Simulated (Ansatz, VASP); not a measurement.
One calculation of AlB2Sb3, two programs

```
Al B Sb
1.0
     4.94198    0.00000    0.00000
    -2.47099    4.27988    0.00000
     0.00000    0.00000    6.13838
Al B Sb
1 2 3
Direct
  0.00000 0.00000 0.00000
  0.66667 0.33333 0.13201
  0.66667 0.33333 0.86799
  0.00000 0.00000 0.50000
  0.33333 0.66667 0.00000
  0.33333 0.66667 0.50000
```

Change from the starting cell: species swapped into the Ce2CuGe3 type (P-6m2, No. 187).

Alike in both runs: functional PBE; k mesh 6 × 6 × 2; occupations gaussian, width 0.1 eV; no spin polarisation.

Ansatz relaxed the structure, and its values are those at the end. VASP's run is a single point on that final structure, the one shown.

|  | VASP | Ansatz |
| --- | --- | --- |
| version | VASP 6.6.1 | Ansatz 0.2.0 |
| potentials or method | VASP PAW PBE potentials, release 64 (Al, B, Sb), cutoff 520 eV | scalar-relativistic, plane waves, PAW |
| valence electrons in the cell | 24 | 54 |

|  | VASP | Ansatz | Ansatz less VASP |
| --- | --- | --- | --- |
| gap on the k mesh at the Fermi level (eV) | none | none | - |
| pressure (GPa) | 0.1 | 0.0 | -0.03 |
| rms of the force components (eV/Å) | 0.010 | 0.006 | -0.0048 |

A gap of «none» marks a metal or a gap that the smearing closes. With one functional, cell and mesh, what is left measures potentials, basis and numerics. VASP's potentials hold 24 valence electrons a cell and Ansatz's 54, so a difference there can come from the potentials and not from the codes.

The k mesh is coarse, so the values compare programs but aren't converged. Spin-orbit coupling is off throughout.
